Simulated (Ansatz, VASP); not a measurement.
# BeTe in VASP and in Ansatz

File INCAR:

```
SYSTEM = BeTe
PREC = Accurate
ENCUT = 600
EDIFF = 1E-6
ISMEAR = 0
SIGMA = 0.05
LREAL = .FALSE.
LASPH = .TRUE.
NELM = 120
ALGO = Normal
ISIF = 2
LWAVE = .FALSE.
LCHARG = .FALSE.
NBANDS = 11
GGA_COMPAT = .FALSE.
```

File KPOINTS:

```
Automatic mesh
0
G
  8 8 8
  0 0 0
```

POSCAR

```
BeTe
1.0
    0.0000000000      2.7700007385      2.7700007385
    2.7700007385      0.0000000000      2.7700007385
    2.7700007385      2.7700007385      0.0000000000
Be Te
1 1
Direct
    0.0000000000      0.0000000000      0.0000000000
    0.7500000000      0.7500000000      0.7500000000
```

Input for Ansatz:

```yaml
crystal:
  lattice:
    - [0.0, 2.7700007385, 2.7700007385]
    - [2.7700007385, 0.0, 2.7700007385]
    - [2.7700007385, 2.7700007385, 0.0]
  atoms:
    - { symbol: Be, position: [0.0, 0.0, 0.0] }
    - { symbol: Te, position: [0.75, 0.75, 0.75] }
basis:
  ecutwfc: 420
  ecutrho_ratio: 4
  xc_grid: 1
kpoints:
  mp_grid: { grid: [8, 8, 8] }
hamiltonian:
  xc: lda
scf:
  occupations: { method: gaussian, width: 0.05 }
output:
  forces: true
  stress: true
```

Alike in both runs: task single point; functional LDA; k mesh 8 × 8 × 8; occupations gaussian, width 0.05 eV; no spin polarisation.

```csv
,VASP,Ansatz
version,VASP 6.6.1,Ansatz 0.2.0
potentials or method,"VASP PAW LDA potentials, release 64 (Be, Te), cutoff 600 eV","scalar-relativistic, plane waves, PAW"
valence electrons in the cell,8,18
```

```csv
,VASP,Ansatz,Ansatz less VASP
pressure (GPa),0.8,0.5,-0.29
```

LDA's correlation is that of Perdew and Zunger in VASP and of Perdew and Wang (1992) in Ansatz. VASP's potentials hold 8 valence electrons a cell and Ansatz's 18, so a difference there can come from the potentials and not from the codes.

Spin-orbit coupling is off throughout.
